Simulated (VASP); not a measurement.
Here is a VASP 6.6.1 calculation.

The input INCAR:

```
SYSTEM = CaO
ALGO     = Normal         ! electronic algorithm
EDIFF    = 1E-7           ! SCF threshold, eV
ENCUT    = 520            ! plane-wave cutoff, eV
GGA      = PE             ! functional
ISIF     = 2              ! what is computed and relaxed
ISMEAR   = 0              ! smearing method
LASPH    = .TRUE.         ! aspherical terms in the spheres
LCHARG   = .FALSE.        ! write CHGCAR
LREAL    = .FALSE.        ! projectors in reciprocal space
LWAVE    = .FALSE.        ! write WAVECAR
NBANDS   = 15             ! bands
NELM     = 100            ! most SCF steps
PREC     = Accurate       ! precision mode
SIGMA    = 0.05           ! smearing width, eV
```

KPOINTS

```
k-points
0
G
  8 8 8
  0 0 0
```

File POSCAR:

```
CaO
1.0
    0.0000000000      2.5469600000      2.4490000000
    2.3510400000      0.0000000000      2.4490000000
    2.3510400000      2.5469600000      0.0000000000
Ca O
1 1
Direct
    0.0000000000      0.0000000000      0.0000000000
    0.5000000000      0.5000000000      0.5000000000
```

Potentials or basis: VASP PAW PBE potentials, release 64 (Ca_sv, O).

Launch:

```bash
$ cat potpaw_PBE.64/Ca_sv/POTCAR potpaw_PBE.64/O/POTCAR > POTCAR
$ mpirun -np 1 vasp_std > vasp.out
```

Problem. Estimate the pressure.

Solution. -2.4 GPa.

Problem. Predict the band gap on the k mesh.

Solution. 3.45 eV, indirect (least direct gap 3.99 eV).

Stress tensor (GPa, compression positive):
```
 2.94  0.00  0.00
 0.00 -6.84  0.00
 0.00  0.00 -3.17
```

Caveat: the cell differs from its parent crystal (strain -0.0400 x Voigt [1, -1, 0, 0, 0, 0]). A k mesh can miss the band edges.
